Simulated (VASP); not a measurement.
Runs of VASP 6.6.1 on GaSb. The structure is that of space group P6_3/mmc (No. 194), or close to it. The cells are those of the table. 

```csv
task,level,cell,cutoff (eV),gap on the mesh (eV),pressure (GPa)
single point,PBE,"a = 4.022, b = 4.022, c = 7.030 Å, angles 90.0, 90.0, 120.0°, 4 atoms",520,none,0.0
single point,PBE,"a = 3.981, b = 3.981, c = 6.948 Å, angles 90.0, 90.0, 120.0°, 4 atoms",520,none,1.8
single point,r2SCAN,"a = 3.981, b = 3.981, c = 6.948 Å, angles 90.0, 90.0, 120.0°, 4 atoms",520,none,(a)
relaxation of cell and atoms,PBE,"relaxed from a = 3.905, b = 3.905, c = 6.365 Å, angles 90.0, 90.0, 120.0°, 4 atoms",600,none,0.0
```

Alike in all rows: potentials or basis VASP PAW PBE potentials, release 64 (Ga_d, Sb); no spin polarisation; k mesh 12 × 12 × 4; smearing fermi-dirac 0.02 eV.

Question: Estimate the missing entries.

Answer: (a) 0.1.

Caveats: spin-orbit coupling is left out, which moves the levels of the heavy elements; the PAW data sets were made with another functional, which shifts forces and pressure a little (some runs).

A k mesh can miss the band edges, and the runs leave out spin-orbit coupling on Ga, Sb.

A gap of «none» marks levels without a gap at the run's occupations.
